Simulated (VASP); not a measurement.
Write the native input for VASP 6.6.1 that does the following.

```yaml
Task: single point
Functional: PBEsol
Potentials_or_basis: VASP PAW PBE potentials, release 64 (C, Si)
Cutoff: 600 eV
k_mesh: 4 × 4 × 4
Occupations: gaussian, width 0.1 eV
Spin: no spin polarisation
Dipole_correction: no
Further_INCAR_settings: ALGO = Normal; EDIFF = 1e-06; NBANDS = 26
```

The structure of Si3C (km) lies in POSCAR:

```
Si3C
1.0
    0.0000000000     -2.3823041281     -2.3823041281
    2.4593543630      4.9198453882     -2.5375412602
    4.9997300194     -2.5128491096      2.5128491096
C Si
2 6
Direct
    0.7565496366      0.5130992732      0.2061673364
    0.8059503634      0.6119007268      0.9813326636
    0.5051390590      0.0102781180      0.4746253937
    0.2606614873      0.5213229745      0.7978934612
   -0.0276076757     -0.0552153513      0.0123202743
    0.5901076757      0.1802153513      0.1751797257
    0.3018385127      0.6036770255      0.3896065388
    0.0573609410      0.1147218820      0.7128746063
```

These files were run (other wordings do the same):

INCAR

```
PREC = Accurate ; ENCUT = 600
EDIFF = 1E-6 ; ISMEAR = 0
SIGMA = 0.1 ; LREAL = False
LASPH = True ; NELM = 120
ALGO = Normal ; ISIF = 2
LWAVE = False ; LCHARG = False
GGA = PS ; NBANDS = 26
GGA_COMPAT = False
```

KPOINTS

```
regular mesh
0
Gamma
  4 4 4
```

Potentials or basis: VASP PAW PBE potentials, release 64 (C, Si).

The run is started by

```console
$ cat potpaw_PBE.64/C/POTCAR potpaw_PBE.64/Si/POTCAR > POTCAR
$ mpirun -np 1 vasp_std > vasp.out
```

Results of the run:

- Pressure: 0.3 GPa
- Largest force: 0.339 eV/Å
- Band gap on the k mesh: zero (band 16 reaches 8.32 eV, above the bottom of band 17 at 7.50 eV)

Caveat: the k points lie up to 0.49 Å⁻¹ apart; the PAW data sets were made with another functional, which shifts forces and pressure a little.

Wall time 55 s on 1 thread of Intel(R) Xeon(R) Platinum 8375C CPU @ 2.90GHz (Ice Lake), on a shared host, peak memory 0.27 GiB.
